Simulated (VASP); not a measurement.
A run of VASP 6.6.1 is set up as follows.

Contents of POSCAR:

```
NaH
1.0
    0.0000000000      2.5969210594      2.5969210594
    2.5969210594      0.0000000000      2.5969210594
    2.5969210594      2.5969210594      0.0000000000
Na H
1 1
Direct
    0.0000000000      0.0000000000      0.0000000000
    0.2500000000      0.2500000000      0.2500000000
```

Contents of INCAR.step1:

```
PREC = Accurate
ENCUT = 500
EDIFF = 1E-8
ISMEAR = 0
SIGMA = 0.01
LREAL = F
LASPH = T
NELM = 60
ALGO = Normal
LWAVE = T
LCHARG = F
GGA = PE
```

The input INCAR.step2:

```
PREC = Accurate
ENCUT = 500
EDIFF = 1E-8
ISMEAR = 0
SIGMA = 0.01
LREAL = F
LASPH = T
NELM = 1
ALGO = Exact
LWAVE = T
LCHARG = F
GGA = PE
NBANDS = 61
LOPTICS = T
ISTART = 1
```

The input INCAR.step3:

```
PREC = Accurate
ENCUT = 500
EDIFF = 1E-8
ISMEAR = 0
SIGMA = 0.01
LREAL = F
LASPH = T
ALGO = EVGW0
LWAVE = F
LCHARG = F
GGA = PE
NELMGW = 1
NBANDS = 61
ENCUTGW = 80.0
NOMEGA = 96
PRECFOCK = Fast
ISTART = 1
NBANDSGW = 13
OMEGAMAX = 20
```

The input KPOINTS:

```
regular mesh
0
Gamma
  6 6 6
```

Potentials or basis: VASP PAW PBE potentials, release 64 (Na_sv_GW, H_GW).

Run with:

```bash
$ cat potpaw_PBE.64/Na_sv_GW/POTCAR potpaw_PBE.64/H_GW/POTCAR > POTCAR
$ cp INCAR.step1 INCAR
$ mpirun -np 1 vasp_std > vasp.out
$ cp INCAR.step2 INCAR
$ mpirun -np 1 vasp_std > vasp.out
$ cp INCAR.step3 INCAR
$ mpirun -np 1 vasp_std > vasp.out
```

(1) What does it give for the quasiparticle gap?

(2) What does it give for the least direct quasiparticle gap?

(3) Predict the least direct gap of the starting levels on the mesh.

(4) What does it give for the band gap of the starting levels on the mesh?

## Answers

(1) 5.75 eV.

(2) 6.48 eV.

(3) 4.32 eV.

(4) 3.63 eV.

Caveat: bands, screening cutoff and mesh are small and nothing is extrapolated, so the quasiparticle values aren't converged; the structure was generated, so it needn't be the stable form of NaH.
